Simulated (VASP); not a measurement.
Wanted: the native input for a VASP 6.6.1 run.

| Property | Result |
| --- | --- |
| Task | single point |
| Functional | PBE |
| Potentials or basis | VASP PAW PBE potentials, release 64 (Nd_3, Bi_d, S), 4f in core |
| Cutoff | 500 eV |
| k mesh | 4 × 4 × 2 |
| Occupations | gaussian, width 0.2 eV |
| Spin | no spin polarisation |
| Dipole correction | no |
| Mended | yes |
| Further INCAR settings | ALGO = Normal; EDIFF = 1e-06; NBANDS = 38 |

The structure of NdBi2S3 lies in POSCAR:

```
NdBi2S3
1.0
    4.2613987225     -2.4595742163      0.0039804646
    4.2613987225      2.4595742163      0.0039804646
   -0.0064245913      0.0000000000      6.7694177246
Nd Bi S
1 2 3
Direct
    0.0000000000      0.0000000000      0.0000000000
    0.3329652072      0.3329652072      0.3710686617
    0.6670347928      0.6670347928      0.6289313383
    0.3333416869      0.3333416869      0.8498488169
    0.6666583131      0.6666583131      0.1501511831
    0.0000000000      0.0000000000      0.5000000000
```

The cell was built from a structure type or drawn by symmetry, and may not be a known phase.

One way to write it, as run:

INCAR

```
PREC = Accurate
ENCUT = 500
EDIFF = 1E-6
ISMEAR = 0
SIGMA = 0.2
LREAL = False
LASPH = True
NELM = 200
ALGO = Normal
ISIF = 2
LWAVE = False
LCHARG = False
GGA = PE
NBANDS = 38
GGA_COMPAT = False
LMAXMIX = 6
```

KPOINTS

```
regular mesh
0
Gamma
  4 4 2
```

Potentials or basis: VASP PAW PBE potentials, release 64 (Nd_3, Bi_d, S), 4f in core.

Launch:

```bash
$ cat potpaw_PBE.64/Nd_3/POTCAR potpaw_PBE.64/Bi_d/POTCAR potpaw_PBE.64/S/POTCAR > POTCAR
$ mpirun -np 1 vasp_std > vasp.out
```

Results of the run:

- Pressure: -0.2 GPa
- Largest force: 0.027 eV/Å
- Band gap on the k mesh: zero (an odd number of electrons rules out a gap without spin polarisation)

Caveat: the k points lie up to 0.46 Å⁻¹ apart, too coarse for converged energies and pressures of a metal; spin-orbit coupling is left out, which moves the levels of the heavy elements; the 4f electrons are frozen in the core, so they carry no moment and show no levels; the run has no spin polarisation, though such a crystal can be magnetic.

Run time: 67 s on 1 thread of Intel(R) Xeon(R) Platinum 8488C (Sapphire Rapids), on a shared host, peak memory 0.3 GiB.
